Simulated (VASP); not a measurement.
# Ru2RhAu2 (P1) in VASP: single point with PBE

Aim: the single point of Ru2RhAu2 with PBE.

All numbers are computed with VASP 6.6.1; they aren't measurements. Logs are shortened: lines on timing, memory, paths and dates and some standing lists are left out, and cuts for length are marked.

### 1 The cell of the first run

The typed cell holds 20 atoms: a = 6.590 Å, b = 6.759 Å, c = 7.376 Å, α = 76.15°, β = 76.19°, γ = 86.95°.

### 2 Single point, PBE

INCAR

```
SYSTEM = Ru2RhAu2
PREC = Accurate
ENCUT = 520
EDIFF = 1E-6
ISMEAR = 0
SIGMA = 0.1
LREAL = Auto
LASPH = .True.
NELM = 80
ALGO = Fast
ISIF = 2
LWAVE = .False.
LCHARG = .False.
GGA = PE
NBANDS = 146
ISYM = 0
```

KPOINTS

```
regular mesh
0
Gamma
  3 3 3
  0 0 0
```

POSCAR

```
Ru2RhAu2
1.0
    4.1391182126     -2.4026603388     -4.5300831354
    4.2472807746     -2.4454362583      4.6551957817
   -1.3820300395     -7.2451945090      0.0180405670
Ru Rh Au
8 4 8
Direct
    0.4480773695      0.7013899666      0.3963179600
    0.8373940024      0.0672814051      0.8053988595
    0.7444829525      0.9719135752      0.1906739474
    0.5466233303      0.7949120244      0.9996885692
    0.5574299323      0.3149567489      0.5885113493
    0.1669189725      0.8958598393      0.1956395935
    0.9456972537      0.7238182157      0.9968780729
    0.6543868811      0.4351587870      0.2085908879
    0.6297909941      0.8968241045      0.6107253738
    0.3403700569      0.6103395195      0.7878857622
    0.0646191369      0.8126618152      0.6078840850
    0.2575046694     -0.0010458009      0.8079541028
    0.1443661845      0.3874555655      0.6051256316
    0.9299794765      0.1767288427      0.4032478781
    0.2428640038      0.4987330043      0.1910072225
    0.0308563953      0.2879377314      0.0049705644
    0.8577863691      0.6184345376      0.4034141359
    0.3668826411      0.1054129162      0.3970437488
    0.7506131460      0.5096084664      0.8039233691
    0.4631636831      0.2066843613      0.9951381582
```

Potentials or basis: VASP PAW PBE potentials, release 64 (Ru_pv, Rh_pv, Au).

The run is started by

```sh
cat potpaw_PBE.64/Ru_pv/POTCAR potpaw_PBE.64/Rh_pv/POTCAR potpaw_PBE.64/Au/POTCAR > POTCAR
mpirun -np 1 vasp_std > vasp.out
```

OUTCAR:

```text
SYSTEM = Ru2RhAu2
   PREC = Accurate
   ENCUT = 520
   EDIFF = 1E-6
   ISMEAR = 0
   LREAL = Auto
   LASPH = .True.
   NELM = 80
   ISIF = 2
   GGA = PE
   ISYM = 0

 ion  position               nearest neighbor table
   1  0.448  0.701  0.396-   8 2.65   3 2.66  10 2.73   6 2.73  17 2.74  18 2.76   4 2.76   9 2.78
                            11 2.80   5 2.80  15 2.86  13 2.88
   2  0.837  0.067  0.805-   7 2.57   4 2.63   9 2.68   3 2.68  11 2.69  20 2.77  12 2.79  14 2.80
                            16 2.86  13 2.91   5 2.93  19 3.01
   3  0.744  0.972  0.191-   7 2.57   4 2.64   1 2.66   2 2.68  17 2.70  16 2.79   6 2.81  20 2.81
                            18 2.82  14 2.83   9 2.93   8 3.18
   4  0.547  0.795  1.000-   2 2.63   3 2.64   7 2.64   8 2.71   9 2.71   6 2.72  12 2.76   1 2.76
                            15 2.78  19 2.78  20 2.80  10 2.82
   5  0.557  0.315  0.589-   8 2.65  13 2.72  14 2.74  18 2.75  17 2.79   1 2.80   9 2.81  19 2.83
                            20 2.83  10 2.88  12 2.89   2 2.93
   6  0.167  0.896  0.196-  12 2.70  15 2.71   4 2.72   1 2.73  17 2.75   7 2.76   3 2.81  20 2.83
                            18 2.84  11 2.87  14 2.88  16 2.89
   7  0.946  0.724  0.997-   3 2.57   2 2.57   4 2.64  11 2.71  12 2.72   8 2.73   6 2.76  19 2.80
                            17 2.83  10 2.86  15 2.86  16 2.96
   8  0.654  0.435  0.209-   5 2.65   1 2.65   4 2.71  17 2.71   7 2.73  15 2.75  19 2.82  16 2.84
                            14 2.85  18 2.86  20 2.96   3 3.18
   9  0.630  0.897  0.611-  10 2.66   2 2.68  12 2.68   4 2.71  14 2.72  18 2.73   1 2.78   5 2.81
                            19 2.84  17 2.85  11 2.89   3 2.93
  10  0.340  0.610  0.788-  11 2.64   9 2.66  12 2.69   1 2.73  19 2.78  13 2.79  15 2.81   4 2.82
                             7 2.86   5 2.88  16 2.95  20 2.97
  11  0.065  0.813  0.608-  10 2.64   2 2.69  12 2.71   7 2.71  14 2.78  18 2.79   1 2.80  17 2.82
                            19 2.86   6 2.87   9 2.89  13 2.90
  12  0.258  0.999  0.808-   9 2.68  10 2.69   6 2.70  11 2.71   7 2.72   4 2.76  20 2.78   2 2.79
                            13 2.85  16 2.86  18 2.86   5 2.89
  13  0.144  0.387  0.605-   5 2.72  16 2.79  10 2.79  19 2.85  17 2.85  12 2.85  18 2.86   1 2.88
                            15 2.88  11 2.90   2 2.91  14 2.91
  14  0.930  0.177  0.403-   9 2.72   5 2.74  16 2.77  11 2.78   2 2.80   3 2.83   8 2.85   6 2.88
                            18 2.89  13 2.91  15 2.96  17 3.00
  15  0.243  0.499  0.191-   6 2.71   8 2.75   4 2.78  10 2.81  16 2.82  17 2.84  20 2.85   1 2.86
                             7 2.86  13 2.88  18 2.91  14 2.96
  16  0.031  0.288  0.005-  14 2.77  13 2.79   3 2.79  19 2.79  15 2.82   8 2.84   2 2.86  12 2.86
                            20 2.86   6 2.89  10 2.95   7 2.96
  17  0.858  0.618  0.403-   3 2.70   8 2.71   1 2.74   6 2.75  19 2.79   5 2.79  11 2.82   7 2.83
                            15 2.84   9 2.85  13 2.85  14 3.00
  18  0.367  0.105  0.397-   9 2.73   5 2.75   1 2.76  11 2.79  20 2.80   3 2.82   6 2.84  13 2.86
                            12 2.86   8 2.86  14 2.89  15 2.91
  19  0.751  0.510  0.804-  20 2.74  10 2.78   4 2.78  17 2.79  16 2.79   7 2.80   8 2.82   5 2.83
                             9 2.84  13 2.85  11 2.86   2 3.01
  20  0.463  0.207  0.995-  19 2.74   2 2.77  12 2.78  18 2.80   4 2.80   3 2.81   6 2.83   5 2.83
                            15 2.85  16 2.86   8 2.96  10 2.97

IMPORTANT INFORMATION: All symmetrisations will be switched off!
NOSYMM: (Re-)initialisation of all symmetry stuff for point group C_1.

----------------------------------------------------------------------------------------

                                     Primitive cell

  volume of cell :     309.7742

  direct lattice vectors                    reciprocal lattice vectors
     4.139118213 -2.402660339 -4.530083135     0.108736228 -0.021016092 -0.110248168
     4.247280775 -2.445436258  4.655195782     0.106092358 -0.019969508  0.107527553
    -1.382030040 -7.245194509  0.018040567    -0.071868094 -0.124312924  0.000267367

  length of vectors
     6.589896016  6.759467452  7.375850864     0.156268685  0.152369762  0.143592470

  position of ions in fractional coordinates (direct lattice)
     0.448077369  0.701389967  0.396317960
     0.837394002  0.067281405  0.805398860
     0.744482953  0.971913575  0.190673947
     0.546623330  0.794912024  0.999688569
     0.557429932  0.314956749  0.588511349
     0.166918972  0.895859839  0.195639593
[... 12 lines left out ...]
     0.750613146  0.509608466  0.803923369
     0.463163683  0.206684361  0.995138158

  ion indices of the primitive-cell ions
   primitive index   ion index
                 1           1
                 2           2
                 3           3
                 4           4
                 5           5
                 6           6
[... 12 lines left out ...]
                19          19
                20          20

----------------------------------------------------------------------------------------

 KPOINTS: regular mesh

Automatic generation of k-mesh.
 Grid dimensions read from file:
 generate k-points for:    3    3    3

 Generating k-lattice:

  Cartesian coordinates                     Fractional coordinates (reciprocal lattice)
     0.036245409 -0.007005364 -0.036749389     0.333333333  0.000000000 -0.000000000
     0.035364119 -0.006656503  0.035842518     0.000000000  0.333333333  0.000000000
    -0.023956031 -0.041437641  0.000089122    -0.000000000 -0.000000000  0.333333333

  Length of vectors
     0.052089562  0.050789921  0.047864157

  Shift w.r.t. Gamma in fractional coordinates (k-lattice)
     0.000000000  0.000000000  0.000000000

 Subroutine IBZKPT returns following result:
 ===========================================

 Found     14 irreducible k-points:

 Following reciprocal coordinates:
            Coordinates               Weight
  0.000000  0.000000  0.000000      1.000000
  0.333333 -0.000000 -0.000000      2.000000
  0.000000  0.333333 -0.000000      2.000000
  0.333333  0.333333 -0.000000      2.000000
 -0.333333  0.333333  0.000000      2.000000
  0.000000 -0.000000  0.333333      2.000000
  0.333333 -0.000000  0.333333      2.000000
 -0.333333 -0.000000  0.333333      2.000000
  0.000000  0.333333  0.333333      2.000000
  0.333333  0.333333  0.333333      2.000000
 -0.333333  0.333333  0.333333      2.000000
  0.000000 -0.333333  0.333333      2.000000
  0.333333 -0.333333  0.333333      2.000000
 -0.333333 -0.333333  0.333333      2.000000
   k-points           NKPTS =     14   k-points in BZ     NKDIM =     14   number of bands    NBANDS=    146
   number of dos      NEDOS =    301   number of ions     NIONS =     20
   total plane-waves  NPLWV = 140000
   dimension x,y,z NGX =    50 NGY =   50 NGZ =   56
   dimension x,y,z NGXF=   100 NGYF=  100 NGZF=  112
   ions per type =               8   4   8
   NGX,Y,Z   is equivalent  to a cutoff of  12.61, 12.30, 12.62 a.u.
   NGXF,Y,Z  is equivalent  to a cutoff of  25.23, 24.59, 25.24 a.u.
 SYSTEM =  Ru2RhAu2
   PREC   = accura    normal or accurate (medium, high low for compatibility)
   ISTART =      0    job   : 0-new  1-cont  2-samecut
   ICHARG =      2    charge: 1-file 2-atom 10-const
   ISPIN  =      1    spin polarized calculation?
   LNONCOLLINEAR =      F non collinear calculations
   LSORBIT =      F    spin-orbit coupling
   LASPH  =      T    aspherical Exc in radial PAW
   ENCUT  =  520.0 eV  38.22 Ry    6.18 a.u.  12.25 12.57 13.71*2*pi/ulx,y,z
   NELM   =     80;   NELMIN=  2; NELMDL= -5     # of ELM steps
   EDIFF  = 0.1E-05   stopping-criterion for ELM
   LREAL  =      T    real-space projection
   EDIFFG = 0.1E-04   stopping-criterion for IOM
   NSW    =      0    number of steps for IOM
   IBRION =     -1    ionic relax: 0-MD 1-quasi-New 2-CG
   NFREE  =      0    steps in history (QN), initial steepest desc. (CG)
   ISIF   =      2    stress and relaxation
   ISYM   =      0    0-nonsym 1-usesym 2-fastsym
   POTIM  = 0.5000    time-step for ionic-motion
   TEBEG  =    0.0;   TEEND  =   0.0 temperature during run
   PSTRESS=    0.0 pullay stress
   NELECT =     260.0000    total number of electrons
   NUPDOWN=      -1.0000    fix difference up-down
   EMIN   =  10.00;   EMAX   =-10.00  energy-range for DOS
   EFERMI =   0.00;   METHOD = LEGACY
   ISMEAR =     0;   SIGMA  =   0.10  broadening in eV -4-tet -1-fermi 0-gaus
   EFERMI_NEDOS =   21; number of points for ismear=-14 and -15
   IALGO  =     68    algorithm
   IMIX   =      4    mixing-type and parameters
     AMIX     =   0.40;   BMIX     =  1.00
     AMIX_MAG =   1.60;   BMIX_MAG =  1.00
  volume/ion in A,a.u.               =      15.49       104.52
  Fermi-wavevector in a.u.,A,eV,Ry     =   1.544250  2.918209 32.445909  2.384707
  Thomas-Fermi vector in A             =   2.649797
   LORBIT       =      0    0 simple, 1 ext, 2 COOP (PROOUT), +10 PAW based schemes
   GGA     = PE    functional components
   LHFCALC =     F    Hartree Fock is set to
   AEXX    =    0.0000 exact exchange contribution
   IVDW    =     0    specifies the selected vdW correction
   LEPSILON=     F    determine dielectric tensor
   LRPA    =     F    only Hartree local field effects (RPA)
 non-spin polarized calculation
 RMM-DIIS sequential band-by-band and
 Gauss-broadening in eV      SIGMA  =   0.10
  energy-cutoff  :      520.00
  volume of cell :      309.77
 maximum number of plane-waves:      8362
 NGX is ok and might be reduce to    50
   NGX = 25   NGY = 25   NGZ = 27

 number of electron     260.0000007 magnetization

 Free energy of the ion-electron system (eV)
  ---------------------------------------------------
  ext. energy  EPLUGINS =         0.00000000
  ---------------------------------------------------
  free energy    TOTEN  =      -122.89922590 eV

  energy without entropy =     -122.78589509  energy(sigma->0) =     -122.84256050

 E-fermi :  10.6167     XC(G=0): -13.2852

 val. band max:       10.6161070001   @ k =  -0.3333  -0.0000   0.3333
 cond. band min:      10.6194789536   @ k =   0.0000  -0.0000   0.3333
 fundamental gap:      0.0033719536
 Fermi energy:        10.6167139914

 k-point     1 :       0.0000    0.0000    0.0000
  band No.  band energies     occupation
      1     -35.9319      2.00000
      2     -35.8969      2.00000
      3     -35.8414      2.00000
      4     -35.8104      2.00000
      5     -35.8039      2.00000
      6     -35.7412      2.00000
[... 2019 lines left out ...]
    141      11.4145      0.00000
    142      11.4781      0.00000
 [bands above 142 left out]

------------------------ aborting loop because EDIFF is reached ----------------------------------------

  FORCE on cell =-STRESS in cart. coord.  units (eV):
  Direction    XX          YY          ZZ          XY          YZ          ZX
  --------------------------------------------------------------------------------------
  -------------------------------------------------------------------------------------
  Total       -0.3443437     -0.2793174     -0.3807709      0.0117356      0.0079919      0.0092654
  in kB       -1.7809734     -1.4446519     -1.9693779      0.0606974      0.0413346      0.0479214
  external PRESSURE =      -1.7316677 kB  Pullay stress =       0.0000000 kB

 VOLUME and BASIS-vectors are now :
 -----------------------------------------------------------------------------
  energy-cutoff  :      520.00
  volume of cell :      309.77
      direct lattice vectors                 reciprocal lattice vectors
     4.139118213 -2.402660339 -4.530083135     0.108736228 -0.021016092 -0.110248168
     4.247280775 -2.445436258  4.655195782     0.106092358 -0.019969508  0.107527553
    -1.382030040 -7.245194509  0.018040567    -0.071868094 -0.124312924  0.000267367

 POSITION                                       TOTAL-FORCE (eV/Angst)
 -----------------------------------------------------------------------------------
      4.28592     -5.66318      1.24243         0.023480      0.015534     -0.006187
      2.63875     -8.01178     -3.46573         0.011829      0.002374      0.004175
      6.94598     -5.54696      1.15532        -0.024206     -0.015917      0.009211
      4.25715    -10.50020      1.24226        -0.000269      0.007424     -0.002454
      2.83164     -6.37340     -1.04840        -0.011723     -0.002957      0.008536
      4.22549     -4.00926      3.41778         0.004545     -0.005438      0.010957
[... 12 lines left out ...]
      4.16028     -8.87426     -1.01351        -0.005008     -0.003199     -0.004409
      1.41962     -8.82823     -1.11806         0.003294     -0.002008     -0.010503
 -----------------------------------------------------------------------------------
    total drift:                                0.005769      0.000384      0.005197

  FREE ENERGIE OF THE ION-ELECTRON SYSTEM (eV)
  ---------------------------------------------------
  free  energy   TOTEN  =      -122.8992259036 eV

  energy  without entropy=     -122.7858950921  energy(sigma->0) =     -122.84256050
```

It took 20 min on 1 thread of Intel Xeon Platinum 8559C (Emerald Rapids), shared host; peak memory 0.62 GiB.

Results:

```
Free energy            : -122.8992 eV
Pressure               : -0.2 GPa
Largest force          : 0.030 eV/Å
Band gap on the k mesh : zero (bands 130 and 131 overlap by 0.09 eV)
```

Forces on the atoms (eV/Å):
```
Ru   0.023  0.016 -0.006
Ru   0.012  0.002  0.004
Ru  -0.024 -0.016  0.009
Ru   0.000  0.007 -0.002
Ru  -0.012 -0.003  0.009
Ru   0.005 -0.005  0.011
Ru  -0.001  0.008 -0.003
Ru   0.000  0.001 -0.017
Rh   0.009  0.003  0.000
Rh  -0.006  0.000 -0.006
Rh  -0.006 -0.001  0.016
Rh   0.007  0.000 -0.002
Au  -0.001 -0.009  0.008
Au  -0.005  0.000 -0.001
Au  -0.003  0.011 -0.005
Au  -0.005  0.003  0.003
Au   0.009 -0.012 -0.004
Au   0.001 -0.002  0.002
Au  -0.005 -0.003 -0.004
Au   0.003 -0.002 -0.011
```

Levels at points of the mesh, in eV from the Fermi level:
| k point | band 128 | band 129 | band 130 | band 131 | band 132 | band 133 |
| --- | --- | --- | --- | --- | --- | --- |
| (0.00, 0.00, 0.00) | -0.12 | -0.09 | 0.03 | 0.14 | 0.23 | 0.29 |

Caveat: spin-orbit coupling is left out, which moves the levels of the heavy elements.
